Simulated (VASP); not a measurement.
# CuI (Cmcm) in VASP: notebook, part 2 of 2

VASP 6.6.1. The steps go on from the part before.

### Step 3. Electric field gradients, LDA (equal xx and yy strain of -1 %)

Input file INCAR:

```
SYSTEM = CuI
ALGO = Normal
EDIFF = 1E-8
ENCUT = 520
ISIF = 2
ISMEAR = -1
LASPH = .TRUE.
LCHARG = .FALSE.
LEFG = .TRUE.
LREAL = .FALSE.
LWAVE = .FALSE.
NBANDS = 26
NELM = 100
PREC = Accurate
SIGMA = 0.02
```

Input file KPOINTS:

```
k-points
0
G
  5 5 6
  0 0 0
```

Input file POSCAR:

```
CuI
1.0
    3.6958359141     -3.6739755063      0.0000000000
    3.6958359141      3.6739755063      0.0000000000
    0.0000000000      0.0000000000      4.3069976700
Cu I
2 2
Direct
    0.4204388300      0.5795611700      0.7500000000
    0.5795611700      0.4204388300      0.2500000000
    0.7700426800      0.2299573200      0.7500000000
    0.2299573200      0.7700426800      0.2500000000
```

Potentials or basis: VASP PAW LDA potentials, release 64 (Cu, I).

Started as:

```
$ cat potpaw_LDA.64/Cu/POTCAR potpaw_LDA.64/I/POTCAR > POTCAR
$ mpirun -np 1 vasp_std > vasp.out
```

OUTCAR:

```text
SYSTEM = CuI
   EDIFF = 1E-8
   ENCUT = 520
   ISIF = 2
   ISMEAR = -1
   LASPH = .TRUE.
   LREAL = .FALSE.
   NELM = 100
   PREC = Accurate

 ion  position               nearest neighbor table
   1  0.420  0.580  0.750-   2 2.45   2 2.45   4 2.57   4 2.57   3 2.57
   2  0.580  0.420  0.250-   1 2.45   1 2.45   3 2.57   3 2.57   4 2.57
   3  0.770  0.230  0.750-   2 2.57   2 2.57   1 2.57
   4  0.230  0.770  0.250-   1 2.57   1 2.57   2 2.57

  LATTYP: Found a base centered orthorhombic cell.
 ALAT       =     7.3479510126
 B/A-ratio  =     1.0059500690
 C/A-ratio  =     0.5861494807

  Lattice vectors:

 A1 = (  -3.6958359141,  -3.6739755063,   0.0000000000)
 A2 = (   3.6958359141,  -3.6739755063,   0.0000000000)
 A3 = (   0.0000000000,   0.0000000000,   4.3069976700)

Analysis of symmetry for initial positions (statically):
=====================================================================
 Subroutine PRICEL returns:
 Original cell was already a primitive cell.

 Routine SETGRP: Setting up the symmetry group for a
[... 899 lines left out ...]
      3.69584      0.58461      3.23025         0.000000      0.016717      0.000000
      3.69584     -0.58461      1.07675         0.000000     -0.016717     -0.000000
      3.69584     -1.98426      3.23025         0.000000      0.210118     -0.000000
      3.69584      1.98426      1.07675         0.000000     -0.210118     -0.000000
 -----------------------------------------------------------------------------------
    total drift:                                0.000000     -0.000000      0.000000

  FREE ENERGIE OF THE ION-ELECTRON SYSTEM (eV)
  ---------------------------------------------------
  free  energy   TOTEN  =       -13.5384365776 eV

  energy  without entropy=      -13.5384365776  energy(sigma->0) =      -13.53843658

 Electric field gradients (V/A^2)
---------------------------------------------------------------------
 ion       V_xx      V_yy      V_zz      V_xy      V_xz      V_yz
---------------------------------------------------------------------
   1      60.045   -17.578   -42.467     0.000    -0.000     0.000
   2      60.045   -17.578   -42.467    -0.000    -0.000     0.000
   3    -403.711   293.585   110.127     0.000     0.000    -0.000
   4    -403.711   293.585   110.127     0.000    -0.000    -0.000
---------------------------------------------------------------------

 Electric field gradients after diagonalization (V/A^2)
 (convention: |V_zz| > |V_xx| > |V_yy|)
----------------------------------------------------------------------
 ion       V_xx      V_yy      V_zz     asymmetry (V_yy - V_xx)/ V_zz
----------------------------------------------------------------------
   1     -42.467   -17.578    60.045       0.415
   2     -42.467   -17.578    60.045       0.415
   3     293.585   110.127  -403.711       0.454
   4     293.585   110.127  -403.711       0.454
----------------------------------------------------------------------

           NMR quadrupolar parameters

 Cq : quadrupolar parameter    Cq=e*Q*V_zz/h
 eta: asymmetry parameters     (V_yy - V_xx)/ V_zz
 Q  : nuclear electric quadrupole moment in mb (millibarn)
----------------------------------------------------------------------
 ion       Cq(MHz)       eta       Q (mb)
----------------------------------------------------------------------
   1       0.145       0.415       1.000
   2       0.145       0.415       1.000
   3      -0.976       0.454       1.000
   4      -0.976       0.454       1.000
----------------------------------------------------------------------
```

OSZICAR:

```text
N       E                     dE             d eps       ncg     rms          rms(c)
DAV:   1     0.272057391185E+03    0.27206E+03   -0.14984E+04  1872   0.149E+03
DAV:   2     0.131237155895E+02   -0.25893E+03   -0.24617E+03  1878   0.309E+02
DAV:   3    -0.129737282255E+02   -0.26097E+02   -0.25502E+02  2524   0.122E+02
DAV:   4    -0.143064006593E+02   -0.13327E+01   -0.13283E+01  2664   0.244E+01
[... 12 lines left out ...]
DAV:  17    -0.135384368555E+02    0.11829E-06   -0.88031E-08  2868   0.273E-03    0.282E-02
DAV:  18    -0.135384366874E+02    0.16818E-06   -0.15927E-07  2852   0.793E-03    0.163E-02
DAV:  19    -0.135384366331E+02    0.54264E-07   -0.21312E-08  1714   0.216E-03    0.121E-02
DAV:  20    -0.135384365823E+02    0.50779E-07   -0.13503E-07  2394   0.188E-03    0.159E-03
DAV:  21    -0.135384365776E+02    0.46925E-08   -0.91837E-09  1074   0.281E-03
   1 F= -.13538437E+02 E0= -.13538437E+02  d E =-.246521E-10
```

Run time: 2.9 min. Hardware: 1 thread of Intel Xeon Platinum 8259CL at 2.50GHz (Skylake/Cascade Lake), shared host; peak memory 0.24 GiB.

What came out:

* Free energy: -13.5384 eV
* Pressure: -2.4 GPa
* Largest force: 0.210 eV/Å
* Band gap on the k mesh: 0.94 eV
* Largest electric field gradient by atom: Cu +60.0; I -403.7 V/Å²

Forces on the atoms (eV/Å):
```
Cu   0.000  0.017  0.000
Cu   0.000 -0.017  0.000
I    0.000  0.210  0.000
I    0.000 -0.210  0.000
```

Stress tensor (GPa, compression positive):
```
-1.14  0.00  0.00
 0.00 -2.50  0.00
 0.00  0.00 -3.62
```

Levels at points of the mesh, in eV from the valence-band top:
```
           k point  band 14  band 15  band 16  band 17  band 18  band 19  band 20  band 21  band 22  band 23
(0.00, 0.00, 0.00)    -1.90    -1.82    -1.54    -0.92     0.00     0.94     1.60     2.29     4.62     5.06
(0.00, 0.00, 0.50)    -2.05    -1.92    -1.92    -1.61    -1.61     3.69     3.69     3.71     3.71     5.87
```

Electric field gradients, principal values (V/Å²):
```
atom    least   middle  greatest (by size)
1 Cu  -17.578  -42.467              60.045
2 Cu  -17.578  -42.467              60.045
 3 I  110.127  293.585            -403.711
 4 I  110.127  293.585            -403.711
```

Caveat: the cell differs from its parent crystal (equal xx and yy strain of -1 %); without QUAD_EFG the Cq values of the log hold for a quadrupole moment of 1 mb, not for the nuclei; spin-orbit coupling is left out, which moves the levels of the heavy elements.
